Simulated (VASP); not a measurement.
# Na (P6_3/mmc) in VASP: notebook

Na is run at these levels: PBEsol; tasks: single point.

Program: VASP 6.6.1. These are calculated values, not measurements. Logs are shortened: lines on timing, memory, paths and dates and some standing lists are left out, and cuts for length are marked.

## (1) The cell of the first run

The structure is hexagonal, space group P6_3/mmc (No. 194). Conventional cell: a = 3.817 Å, b = 3.817 Å, c = 6.233 Å, α = 90.00°, β = 90.00°, γ = 120.00°. Na (site symmetry -6m2) has 12 Na at 3.82 Å within 5.0 Å.

## (2) Single point, PBEsol (volume scaled by 1.08)

Contents of INCAR:

```
  PREC = Accurate
  ENCUT = 520
  EDIFF = 1E-7
  ISMEAR = -1
  SIGMA = 0.1
  LREAL = False
  LASPH = True
  NELM = 100
  ALGO = Normal
  ISIF = 2
  LWAVE = False
  LCHARG = False
  GGA = PS
  NBANDS = 14
```

Contents of KPOINTS:

```
regular mesh
0
Gamma
  11 11 6
```

Contents of POSCAR:

```
Na
1.0
    3.8167400180      0.0000000000      0.0000000000
   -1.9083700090      3.3053938152      0.0000000000
    0.0000000000      0.0000000000      6.2325858872
Na
2
Direct
    0.3333333333      0.6666666667      0.2500000000
    0.6666666667      0.3333333333      0.7500000000
```

Potentials or basis: VASP PAW PBE potentials, release 64 (Na_pv).

On the command line:

```
cat potpaw_PBE.64/Na_pv/POTCAR > POTCAR
mpirun -np 1 vasp_std > vasp.out
```

OUTCAR:

```text
PREC = Accurate
   ENCUT = 520
   EDIFF = 1E-7
   ISMEAR = -1
   LREAL = False
   LASPH = True
   NELM = 100
   ISIF = 2
   GGA = PS

 ion  position               nearest neighbor table
   1  0.333  0.667  0.250-
   2  0.667  0.333  0.750-

  LATTYP: Found a hexagonal cell.
 ALAT       =     3.8167400180
 C/A-ratio  =     1.6329605521

  Lattice vectors:

 A1 = (   3.8167400180,   0.0000000000,   0.0000000000)
 A2 = (  -1.9083700090,   3.3053938152,   0.0000000000)
 A3 = (   0.0000000000,   0.0000000000,   6.2325858872)

Analysis of symmetry for initial positions (statically):
=====================================================================
 Subroutine PRICEL returns:
 Original cell was already a primitive cell.

 Routine SETGRP: Setting up the symmetry group for a
 hexagonal supercell.

 Subroutine GETGRP returns: Found 24 space group operations
 (whereof 12 operations were pure point group operations)
 out of a pool of 24 trial point group operations.

The static configuration has the point symmetry D_3d.
 The point group associated with its full space group is D_6h.

Analysis of symmetry for dynamics (positions and initial velocities):
=====================================================================
 Subroutine PRICEL returns:
 Original cell was already a primitive cell.

 Routine SETGRP: Setting up the symmetry group for a
 hexagonal supercell.

 Subroutine GETGRP returns: Found 24 space group operations
 (whereof 12 operations were pure point group operations)
 out of a pool of 24 trial point group operations.

The dynamic configuration has the point symmetry D_3d.
 The point group associated with its full space group is D_6h.

 Subroutine INISYM returns: Found 24 space group operations
 (whereof 12 operations are pure point group operations),
 and found     1 'primitive' translations

----------------------------------------------------------------------------------------

                                     Primitive cell

  volume of cell :      78.6292

  direct lattice vectors                    reciprocal lattice vectors
     3.816740018  0.000000000  0.000000000     0.262003698  0.151267906  0.000000000
    -1.908370009  3.305393815  0.000000000     0.000000000  0.302535811  0.000000000
     0.000000000  0.000000000  6.232585887     0.000000000  0.000000000  0.160447047

  length of vectors
[... 90 lines left out ...]
   POTIM  = 0.5000    time-step for ionic-motion
   TEBEG  =    0.0;   TEEND  =   0.0 temperature during run
   PSTRESS=    0.0 pullay stress
   NELECT =      14.0000    total number of electrons
   NUPDOWN=      -1.0000    fix difference up-down
   EMIN   =  10.00;   EMAX   =-10.00  energy-range for DOS
   EFERMI =   0.00;   METHOD = LEGACY
   ISMEAR =    -1;   SIGMA  =   0.10  broadening in eV -4-tet -1-fermi 0-gaus
   EFERMI_NEDOS =   21; number of points for ismear=-14 and -15
   IALGO  =     38    algorithm
   IMIX   =      4    mixing-type and parameters
     AMIX     =   0.40;   BMIX     =  1.00
     AMIX_MAG =   1.60;   BMIX_MAG =  1.00
  volume/ion in A,a.u.               =      39.31       265.31
  Fermi-wavevector in a.u.,A,eV,Ry     =   0.920993  1.740424 11.540835  0.848227
  Thomas-Fermi vector in A             =   2.046360
   LORBIT       =      0    0 simple, 1 ext, 2 COOP (PROOUT), +10 PAW based schemes
   GGA     = PS    functional components
   LHFCALC =     F    Hartree Fock is set to
   AEXX    =    0.0000 exact exchange contribution
   IVDW    =     0    specifies the selected vdW correction
   LEPSILON=     F    determine dielectric tensor
   LRPA    =     F    only Hartree local field effects (RPA)
 non-spin polarized calculation
  energy-cutoff  :      520.00
  volume of cell :       78.63
 maximum number of plane-waves:      2142
   NGX = 15   NGY = 15   NGZ = 23

 number of electron      14.0000018 magnetization

 Free energy of the ion-electron system (eV)
  ---------------------------------------------------
  ext. energy  EPLUGINS =         0.00000000
  ---------------------------------------------------
  free energy    TOTEN  =        -2.80304298 eV

  energy without entropy =       -2.76682971  energy(sigma->0) =       -2.78493634

 E-fermi :   0.1558     XC(G=0):  -6.3479

 val. band max:        0.1387586350   @ k =   0.1818   0.0000   0.1667
 cond. band min:       0.1745004399   @ k =   0.2727   0.2727   0.1667
 fundamental gap:      0.0357418049
 Fermi energy:         0.1557584675

 k-point     1 :       0.0000    0.0000    0.0000
  band No.  band energies     occupation
      1     -24.7131      2.00000
      2     -24.6890      2.00000
      3     -24.6890      2.00000
      4     -24.6849      2.00000
      5     -24.6849      2.00000
      6     -24.6845      2.00000
      7      -3.0122      2.00000
      8       0.6848      0.01003
      9       1.0552      0.00025
     10       9.7972      0.00000
     11       9.7972      0.00000
     12      10.0943      0.00000
     13      10.0944      0.00000
     14      10.2886      0.00000
[... 377 lines left out ...]
      1     -24.7076      2.00000
      2     -24.6976      2.00000
      3     -24.6965      2.00000
      4     -24.6917      2.00000
      5     -24.6878      2.00000
      6     -24.6870      2.00000
      7      -2.0867      2.00000
      8       0.4692      0.08338
      9       2.9653      0.00000
     10       5.2729      0.00000
     11       6.4287      0.00000
     12       7.7083      0.00000
     13       8.7748      0.00000
     14       9.7180      0.00000

 [... further k-points ...]

------------------------ aborting loop because EDIFF is reached ----------------------------------------

  FORCE on cell =-STRESS in cart. coord.  units (eV):
  Direction    XX          YY          ZZ          XY          YZ          ZX
  --------------------------------------------------------------------------------------
  -------------------------------------------------------------------------------------
  Total       -0.2735661     -0.2735661     -0.2088315      0.0000000     -0.0000000      0.0000000
  in kB       -5.5742808     -5.5742808     -4.2552244      0.0000000     -0.0000000      0.0000000
  external PRESSURE =      -5.1345953 kB  Pullay stress =       0.0000000 kB

 VOLUME and BASIS-vectors are now :
 -----------------------------------------------------------------------------
  energy-cutoff  :      520.00
  volume of cell :       78.63
      direct lattice vectors                 reciprocal lattice vectors
     3.816740018  0.000000000  0.000000000     0.262003698  0.151267906  0.000000000
    -1.908370009  3.305393815  0.000000000     0.000000000  0.302535811  0.000000000
     0.000000000  0.000000000  6.232585887     0.000000000  0.000000000  0.160447047

 POSITION                                       TOTAL-FORCE (eV/Angst)
 -----------------------------------------------------------------------------------
     -0.00000      2.20360      1.55815         0.000000      0.000000      0.000000
      1.90837      1.10180      4.67444        -0.000000     -0.000000     -0.000000
 -----------------------------------------------------------------------------------
    total drift:                               -0.000000      0.000000      0.000000

  FREE ENERGIE OF THE ION-ELECTRON SYSTEM (eV)
  ---------------------------------------------------
  free  energy   TOTEN  =        -2.8030429802 eV

  energy  without entropy=       -2.7668297085  energy(sigma->0) =       -2.78493634
```

OSZICAR:

```text
N       E                     dE             d eps       ncg     rms          rms(c)
DAV:   1     0.986648929451E+02    0.98665E+02   -0.76009E+03  1792   0.951E+02
DAV:   2     0.120662828237E+01   -0.97458E+02   -0.96203E+02  1858   0.270E+02
DAV:   3    -0.274937880069E+01   -0.39560E+01   -0.39526E+01  2266   0.630E+01
DAV:   4    -0.280559292867E+01   -0.56214E-01   -0.56212E-01  2002   0.808E+00
DAV:   5    -0.280684280705E+01   -0.12499E-02   -0.12499E-02  2302   0.123E+00    0.322E-01
DAV:   6    -0.280389858075E+01    0.29442E-02   -0.46831E-03  2188   0.105E+00    0.198E-01
DAV:   7    -0.280313339234E+01    0.76519E-03   -0.43221E-03  2242   0.874E-01    0.656E-02
DAV:   8    -0.280304211315E+01    0.91279E-04   -0.47651E-04  2278   0.388E-01    0.433E-03
DAV:   9    -0.280304281766E+01   -0.70451E-06   -0.53511E-06  2158   0.292E-02    0.170E-03
DAV:  10    -0.280304299838E+01   -0.18072E-06   -0.38388E-07  2146   0.984E-03    0.223E-04
DAV:  11    -0.280304298024E+01    0.18141E-07   -0.14154E-08  1136   0.169E-03
   1 F= -.28030430E+01 E0= -.27849363E+01  d E =-.362133E-01
```

stdout:

```text
POSCAR found type information on POSCAR Na
 POSCAR found :  1 types and       2 ions
 scaLAPACK will be used
 -----------------------------------------------------------------------------
|                                                                             |
|                                                                             |
|     You enforced a specific xc type in the INCAR file but a different       |
|     I HOPE YOU KNOW WHAT YOU ARE DOING!                                     |
|                                                                             |
 -----------------------------------------------------------------------------

 LDA part: xc-table for (Slater+PW92), standard interpolation
 POSCAR, INCAR and KPOINTS ok, starting setup
 FFT: planning ... GRIDC
 FFT: planning ... GRID_SOFT
 FFT: planning ... GRID
 WAVECAR not read
 entering main loop
```

It took 62 s on 1 thread of AMD EPYC 7R13, shared host; peak memory 0.17 GiB.

Results:

- Free energy: -2.8030 eV
- Pressure: -0.5 GPa
- Band gap on the k mesh: zero (band 7 reaches 1.87 eV, above the bottom of band 8 at -2.02 eV)

Caveat: the PAW data sets were made with another functional, which shifts forces and pressure a little.

## (3) Single point, PBEsol (volume scaled by 1.12)

Contents of INCAR:

```
SYSTEM = Na
ALGO = Normal
EDIFF = 1E-6
ENCUT = 520
GGA = PS
ISIF = 2
ISMEAR = -1
LASPH = .TRUE.
LCHARG = .FALSE.
LREAL = .FALSE.
LWAVE = .FALSE.
NBANDS = 14
NELM = 100
PREC = Accurate
SIGMA = 0.1
```

Contents of KPOINTS:

```
k-points
0
G
  11 11 6
  0 0 0
```

Contents of POSCAR:

```
Na
1.0
    3.8632902157      0.0000000000      0.0000000000
   -1.9316451079      3.3457074690      0.0000000000
    0.0000000000      0.0000000000      6.3086005237
Na
2
Direct
    0.3333333333      0.6666666667      0.2500000000
    0.6666666667      0.3333333333      0.7500000000
```

Potentials or basis: VASP PAW PBE potentials, release 64 (Na_pv).

On the command line:

```
cat potpaw_PBE.64/Na_pv/POTCAR > POTCAR
mpirun -np 1 vasp_std > vasp.out
```

OUTCAR:

```text
SYSTEM = Na
   EDIFF = 1E-6
   ENCUT = 520
   GGA = PS
   ISIF = 2
   ISMEAR = -1
   LASPH = .TRUE.
   LREAL = .FALSE.
   NELM = 100
   PREC = Accurate

 ion  position               nearest neighbor table
   1  0.333  0.667  0.250-
   2  0.667  0.333  0.750-

  LATTYP: Found a hexagonal cell.
 ALAT       =     3.8632902157
 C/A-ratio  =     1.6329605521

  Lattice vectors:

 A1 = (   3.8632902157,   0.0000000000,   0.0000000000)
 A2 = (  -1.9316451079,   3.3457074690,   0.0000000000)
 A3 = (   0.0000000000,   0.0000000000,   6.3086005237)

Analysis of symmetry for initial positions (statically):
=====================================================================
 Subroutine PRICEL returns:
 Original cell was already a primitive cell.

 Routine SETGRP: Setting up the symmetry group for a
 hexagonal supercell.

 Subroutine GETGRP returns: Found 24 space group operations
 (whereof 12 operations were pure point group operations)
 out of a pool of 24 trial point group operations.

The static configuration has the point symmetry D_3d.
 The point group associated with its full space group is D_6h.

Analysis of symmetry for dynamics (positions and initial velocities):
=====================================================================
 Subroutine PRICEL returns:
 Original cell was already a primitive cell.

 Routine SETGRP: Setting up the symmetry group for a
 hexagonal supercell.

 Subroutine GETGRP returns: Found 24 space group operations
 (whereof 12 operations were pure point group operations)
 out of a pool of 24 trial point group operations.

The dynamic configuration has the point symmetry D_3d.
 The point group associated with its full space group is D_6h.

 Subroutine INISYM returns: Found 24 space group operations
 (whereof 12 operations are pure point group operations),
 and found     1 'primitive' translations

----------------------------------------------------------------------------------------

                                     Primitive cell

[... 114 lines left out ...]
   LORBIT       =      0    0 simple, 1 ext, 2 COOP (PROOUT), +10 PAW based schemes
   GGA     = PS    functional components
   LHFCALC =     F    Hartree Fock is set to
   AEXX    =    0.0000 exact exchange contribution
   IVDW    =     0    specifies the selected vdW correction
   LEPSILON=     F    determine dielectric tensor
   LRPA    =     F    only Hartree local field effects (RPA)
 non-spin polarized calculation
  energy-cutoff  :      520.00
  volume of cell :       81.54
 maximum number of plane-waves:      2216
 NGX is ok and might be reduce to    30
   NGX = 15   NGY = 15   NGZ = 23

 number of electron      13.9999988 magnetization

 Free energy of the ion-electron system (eV)
  ---------------------------------------------------
  ext. energy  EPLUGINS =         0.00000000
  ---------------------------------------------------
  free energy    TOTEN  =        -2.79201564 eV

  energy without entropy =       -2.75521149  energy(sigma->0) =       -2.77361356

 E-fermi :   0.0602     XC(G=0):  -6.2556

 val. band max:        0.0441466937   @ k =   0.1818  -0.0000   0.1667
 cond. band min:       0.0788255280   @ k =   0.2727   0.2727   0.1667
 fundamental gap:      0.0346788343
 Fermi energy:         0.0601932471

 k-point     1 :       0.0000    0.0000    0.0000
  band No.  band energies     occupation
      1     -24.8374      2.00000
      2     -24.8164      2.00000
      3     -24.8164      2.00000
      4     -24.8129      2.00000
      5     -24.8129      2.00000
      6     -24.8124      2.00000
      7      -3.0334      2.00000
      8       0.5880      0.01015
      9       0.9254      0.00035
     10       9.5061      0.00000
     11       9.5062      0.00000
     12       9.7612      0.00000
     13       9.7612      0.00000
     14       9.9951      0.00000
[... 377 lines left out ...]
      1     -24.8326      2.00000
      2     -24.8239      2.00000
      3     -24.8229      2.00000
      4     -24.8188      2.00000
      5     -24.8153      2.00000
      6     -24.8146      2.00000
      7      -2.1307      2.00000
      8       0.3676      0.08840
      9       2.8072      0.00000
     10       5.0627      0.00000
     11       6.1902      0.00000
     12       7.4438      0.00000
     13       8.4936      0.00000
     14       9.4209      0.00000

 [... further k-points ...]
[... 5 lines left out ...]
  --------------------------------------------------------------------------------------
  -------------------------------------------------------------------------------------
  Total       -0.3586909     -0.3586909     -0.3013389      0.0000000      0.0000000      0.0000000
  in kB       -7.0477854     -7.0477854     -5.9208970      0.0000000      0.0000000      0.0000000
  external PRESSURE =      -6.6721559 kB  Pullay stress =       0.0000000 kB

 VOLUME and BASIS-vectors are now :
 -----------------------------------------------------------------------------
  energy-cutoff  :      520.00
  volume of cell :       81.54
      direct lattice vectors                 reciprocal lattice vectors
     3.863290216  0.000000000  0.000000000     0.258846720  0.149445223  0.000000000
    -1.931645108  3.345707469  0.000000000     0.000000000  0.298890447  0.000000000
     0.000000000  0.000000000  6.308600524     0.000000000  0.000000000  0.158513762

 POSITION                                       TOTAL-FORCE (eV/Angst)
 -----------------------------------------------------------------------------------
     -0.00000      2.23047      1.57715         0.000000      0.000000      0.000000
      1.93165      1.11524      4.73145        -0.000000     -0.000000     -0.000000
 -----------------------------------------------------------------------------------
    total drift:                               -0.000000      0.000000      0.000000

  FREE ENERGIE OF THE ION-ELECTRON SYSTEM (eV)
  ---------------------------------------------------
  free  energy   TOTEN  =        -2.7920156426 eV

  energy  without entropy=       -2.7552114852  energy(sigma->0) =       -2.77361356
```

Run time: 51 s. Hardware: 1 thread of AMD EPYC 7R13, shared host; peak memory 0.18 GiB.

What came out:

* Free energy: -2.7920 eV
* Pressure: -0.7 GPa
* Band gap on the k mesh: zero (band 7 reaches 1.74 eV, above the bottom of band 8 at -2.07 eV)

Stress tensor (GPa, compression positive):
```
-0.70  0.00  0.00
 0.00 -0.70  0.00
 0.00  0.00 -0.59
```

Caveat: the PAW data sets were made with another functional, which shifts forces and pressure a little.
